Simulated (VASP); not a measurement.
# PtSe2 (P4_2/mnm) in VASP: a series of runs, part 2 of 2

VASP 6.6.1. The steps go on from the part before.

### 5 Single point, PBE

This run uses another cell than the first one, of 22.48 Å³/atom.

The input, INCAR:

```
SYSTEM = PtSe2
PREC     = Accurate       ! precision mode
ENCUT    = 520            ! plane-wave cutoff, eV
EDIFF    = 1E-7           ! SCF threshold, eV
ISMEAR   = -1             ! smearing method
SIGMA    = 0.02           ! smearing width, eV
LREAL    = .FALSE.        ! projectors in reciprocal space
LASPH    = .TRUE.         ! aspherical terms in the spheres
NELM     = 80             ! most SCF steps
ALGO     = Normal         ! electronic algorithm
ISIF     = 2              ! what is computed and relaxed
LWAVE    = .FALSE.        ! write WAVECAR
LCHARG   = .FALSE.        ! write CHGCAR
GGA      = PE             ! functional
NBANDS   = 31             ! bands
```

The input, KPOINTS:

```
regular mesh
0
G
  4 4 6
  0 0 0
```

The input, POSCAR:

```
PtSe2
1.0
    5.8008426971      0.0000000000      0.0000000000
    0.0000000000      5.8008426971      0.0000000000
    0.0000000000      0.0000000000      4.0086142545
Pt Se
2 4
Direct
    0.0000000000      0.0000000000      0.0000000000
    0.5000000000      0.5000000000      0.5000000000
    0.3100953199      0.3100953199      0.0000000000
    0.1899046801      0.8100953199      0.5000000000
    0.8100953199      0.1899046801      0.5000000000
    0.6899046801      0.6899046801      0.0000000000
```

Potentials or basis: VASP PAW PBE potentials, release 64 (Pt, Se).

The run is started by

```sh
> cat potpaw_PBE.64/Pt/POTCAR potpaw_PBE.64/Se/POTCAR > POTCAR
> mpirun -np 1 vasp_std > vasp.out
```

OUTCAR:

```text
SYSTEM = PtSe2
   PREC = Accurate
   ENCUT = 520
   EDIFF = 1E-7
   ISMEAR = -1
   LREAL = .FALSE.
   LASPH = .TRUE.
   NELM = 80
   ISIF = 2
   GGA = PE

 ion  position               nearest neighbor table
   1  0.000  0.000  0.000-   4 2.54   5 2.54   4 2.54   5 2.54   3 2.54   6 2.54
   2  0.500  0.500  0.500-   3 2.54   6 2.54   3 2.54   6 2.54   5 2.54   4 2.54
   3  0.310  0.310  0.000-   2 2.54   2 2.54   1 2.54
   4  0.190  0.810  0.500-   1 2.54   1 2.54   2 2.54
   5  0.810  0.190  0.500-   1 2.54   1 2.54   2 2.54
   6  0.690  0.690  0.000-   2 2.54   2 2.54   1 2.54

  LATTYP: Found a simple tetragonal cell.
 ALAT       =     5.8008426971
 C/A-ratio  =     0.6910399857

  Lattice vectors:

 A1 = (   5.8008426971,   0.0000000000,   0.0000000000)
 A2 = (   0.0000000000,   5.8008426971,   0.0000000000)
 A3 = (   0.0000000000,   0.0000000000,   4.0086142545)

Analysis of symmetry for initial positions (statically):
[... 180 lines left out ...]
  energy without entropy =      -26.58047435  energy(sigma->0) =      -26.58847056

 E-fermi :   4.6341     XC(G=0): -10.1182

 val. band max:        4.6000579611   @ k =   0.2500   0.2500   0.1667
 cond. band min:       4.6355656982   @ k =   0.5000   0.2500   0.5000
 fundamental gap:      0.0355077371
 Fermi energy:         4.6340831945

 k-point     1 :       0.0000    0.0000    0.0000
  band No.  band energies     occupation
      1      -9.8657      2.00000
      2      -8.3532      2.00000
      3      -7.8440      2.00000
      4      -7.8440      2.00000
      5      -2.5864      2.00000
      6      -1.6254      2.00000
[... 805 lines left out ...]
     30      10.7317      0.00000
     31      12.8338      0.00000

------------------------ aborting loop because EDIFF is reached ----------------------------------------

  FORCE on cell =-STRESS in cart. coord.  units (eV):
  Direction    XX          YY          ZZ          XY          YZ          ZX
  --------------------------------------------------------------------------------------
  -------------------------------------------------------------------------------------
  Total       -0.0311642     -0.0311642     -0.0314463      0.0000000      0.0000000      0.0000000
  in kB       -0.3701609     -0.3701609     -0.3735116      0.0000000      0.0000000      0.0000000
  external PRESSURE =      -0.3712778 kB  Pullay stress =       0.0000000 kB

 VOLUME and BASIS-vectors are now :
 -----------------------------------------------------------------------------
  energy-cutoff  :      520.00
  volume of cell :      134.89
      direct lattice vectors                 reciprocal lattice vectors
     5.800842697  0.000000000  0.000000000     0.172388746  0.000000000  0.000000000
     0.000000000  5.800842697  0.000000000     0.000000000  0.172388746  0.000000000
     0.000000000  0.000000000  4.008614255     0.000000000  0.000000000  0.249462766

 POSITION                                       TOTAL-FORCE (eV/Angst)
 -----------------------------------------------------------------------------------
      0.00000      0.00000      0.00000         0.000000      0.000000      0.000000
      2.90042      2.90042      2.00431         0.000000      0.000000      0.000000
      1.79881      1.79881      0.00000         0.000774      0.000774      0.000000
      1.10161      4.69924      2.00431        -0.000774      0.000774      0.000000
      4.69924      1.10161      2.00431         0.000774     -0.000774     -0.000000
      4.00203      4.00203      0.00000        -0.000774     -0.000774     -0.000000
 -----------------------------------------------------------------------------------
    total drift:                                0.000000     -0.000000     -0.000000

  FREE ENERGIE OF THE ION-ELECTRON SYSTEM (eV)
  ---------------------------------------------------
  free  energy   TOTEN  =       -26.5964667821 eV

  energy  without entropy=      -26.5804743475  energy(sigma->0) =      -26.58847056
```

OSZICAR:

```text
N       E                     dE             d eps       ncg     rms          rms(c)
DAV:   1     0.245316523538E+03    0.24532E+03   -0.19582E+04  1488   0.125E+03
DAV:   2    -0.135243330581E+02   -0.25884E+03   -0.24869E+03  1822   0.240E+02
DAV:   3    -0.282451962488E+02   -0.14721E+02   -0.14357E+02  1804   0.557E+01
DAV:   4    -0.284594776097E+02   -0.21428E+00   -0.21389E+00  1728   0.734E+00
DAV:   5    -0.284630294422E+02   -0.35518E-02   -0.35514E-02  1808   0.901E-01    0.170E+01
DAV:   6    -0.275692492458E+02    0.89378E+00   -0.17497E+01  1614   0.261E+01    0.143E+01
DAV:   7    -0.266197392629E+02    0.94951E+00   -0.30611E+00  1600   0.128E+01    0.612E+00
DAV:   8    -0.266258173803E+02   -0.60781E-02   -0.48147E-01  1628   0.335E+00    0.189E+00
DAV:   9    -0.265966099528E+02    0.29207E-01   -0.88937E-02  1649   0.218E+00    0.420E-01
DAV:  10    -0.265965773044E+02    0.32648E-04   -0.85591E-03  1698   0.391E-01    0.155E-01
DAV:  11    -0.265964520536E+02    0.12525E-03   -0.75151E-04  1719   0.188E-01    0.235E-02
DAV:  12    -0.265964678266E+02   -0.15773E-04   -0.87814E-05  1768   0.471E-02    0.161E-02
DAV:  13    -0.265964669598E+02    0.86673E-06   -0.43161E-06  1705   0.942E-03    0.560E-03
DAV:  14    -0.265964666940E+02    0.26581E-06   -0.25363E-06  1670   0.105E-02    0.220E-03
DAV:  15    -0.265964667946E+02   -0.10057E-06   -0.23692E-07  1205   0.335E-03    0.724E-04
DAV:  16    -0.265964667821E+02    0.12456E-07   -0.52445E-08   912   0.114E-03
   1 F= -.26596467E+02 E0= -.26588471E+02  d E =-.159924E-01
```

Run time: 45 s. Hardware: 1 thread of Intel Xeon 6975P-C (Granite Rapids), shared host; peak memory 0.29 GiB.

What came out:

```yaml
Free_energy: -26.5965 eV
Pressure: 0.0 GPa
Band_gap_on_the_k_mesh: zero (bands 22 and 23 overlap by 0.37 eV)
```

Levels at points of the mesh, in eV from the Fermi level:
```csv
k point,band 19,band 20,band 21,band 22,band 23,band 24,band 25,band 26
"(0.00, 0.00, 0.00)",-0.88,-0.56,0.22,0.22,0.50,2.11,2.46,2.46
"(0.50, 0.00, 0.00)",-1.22,-1.22,-0.47,-0.47,2.04,2.04,2.13,2.13
"(0.50, 0.50, 0.00)",-0.99,-0.99,-0.30,-0.30,0.36,0.36,2.32,2.32
"(0.00, 0.00, 0.50)",-0.86,-0.86,0.01,0.01,0.15,0.15,0.76,0.76
"(0.50, 0.00, 0.50)",-1.39,-1.39,-0.82,-0.82,0.01,0.01,3.19,3.19
"(0.50, 0.50, 0.50)",-0.27,-0.27,-0.10,-0.10,0.89,0.89,0.92,0.92
```

Caveat: the structure was generated, so it needn't be the stable form of PtSe2; spin-orbit coupling is left out, which moves the levels of the heavy elements.

### 6 Summary

```csv
cell,gap on the mesh (eV),pressure (GPa),largest force (eV/Å)
"a = 5.682, b = 5.682, c = 3.927 Å, 6 atoms, atomic positions A",none,7.1,0.18
"a = 5.742, b = 5.742, c = 3.968 Å, 6 atoms, atomic positions A",none,3.2,0.08
"a = 5.746, b = 5.746, c = 3.981 Å, 6 atoms, atomic positions B",none,2.5,0.02
"a = 5.801, b = 5.801, c = 4.009 Å, 6 atoms, atomic positions A",none,0.0,-
```

Alike in all rows: task single point; level PBE; potentials or basis VASP PAW PBE potentials, release 64 (Pt, Se); no spin polarisation; k mesh 4 × 4 × 6; cutoff (eV) 520; smearing fermi-dirac 0.02 eV.

Caveats: the structure was generated, so it needn't be the stable form of PtSe2; spin-orbit coupling is left out, which moves the levels of the heavy elements; the cell stands under pressure (at least some runs).

Absolute energies hang on the potentials; compare differences alone.

The gap in the log of VASP goes by the Fermi energy; the results here count the filled bands.